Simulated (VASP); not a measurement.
## N: single point with PBEsol

Crystal: N.

```
N
1.0
     4.16723    0.00000    0.00000
    -2.08362    3.60893    0.00000
     0.00000    0.00000    7.00600
N
4
Direct
  0.33333 0.66667 0.36105
  0.33333 0.66667 0.17107
  0.66667 0.33333 0.82893
  0.66667 0.33333 0.67107
```

This cell differs from its parent crystal: atom 1 (N) moved by (+0.000, +0.225) A along y and z.

```
Program             : VASP 6.6.1
Task                : single point
Functional          : PBEsol
Potentials or basis : VASP PAW PBE potentials, release 64 (N)
Cutoff              : 520 eV
k mesh              : 6 × 6 × 4
Occupations         : gaussian, width 0.05 eV
Spin                : no spin polarisation
```

```json
{
 "Pressure": "-9.4 GPa",
 "Largest force": "14.882 eV/Å",
 "Band gap on the k mesh": "5.24 eV, indirect (least direct gap 5.44 eV)"
}
```

Forces in eV/Å, atoms in the order of the input:
```
N     0.000   0.000 -14.882
N     0.000   0.000  14.862
N     0.000   0.000   0.919
N     0.000   0.000  -0.898
```

Stress tensor (GPa, compression positive):
```
  0.07   0.00   0.00
  0.00   0.07   0.00
  0.00   0.00 -28.46
```

Levels at points of the mesh, in eV from the valence-band top:
| k point | band 7 | band 8 | band 9 | band 10 | band 11 | band 12 | band 13 | band 14 |
| --- | --- | --- | --- | --- | --- | --- | --- | --- |
| (0.00, 0.00, 0.00) | -1.23 | -0.33 | -0.33 | 0.00 | 5.60 | 5.60 | 7.71 | 7.71 |
| (0.50, 0.00, 0.00) | -1.02 | -0.46 | -0.40 | -0.20 | 5.24 | 5.48 | 7.23 | 7.68 |
| (0.00, 0.00, 0.50) | -0.75 | -0.38 | -0.33 | -0.33 | 5.62 | 5.62 | 7.68 | 7.68 |
| (0.50, 0.00, 0.50) | -0.72 | -0.63 | -0.42 | -0.38 | 5.31 | 5.55 | 7.23 | 7.59 |

Run time: 35 s on 1 thread of Intel(R) Xeon(R) Platinum 8488C (Sapphire Rapids), with other jobs on the host, peak memory 0.21 GiB.

Caveat: the cell differs from its parent crystal (atom 1 (N) moved by (+0.000, +0.225) A along y and z); the standard files for N, O and F lose accuracy on very short bonds; the PAW data sets were made with another functional, which shifts forces and pressure a little. A k mesh can miss the band edges.
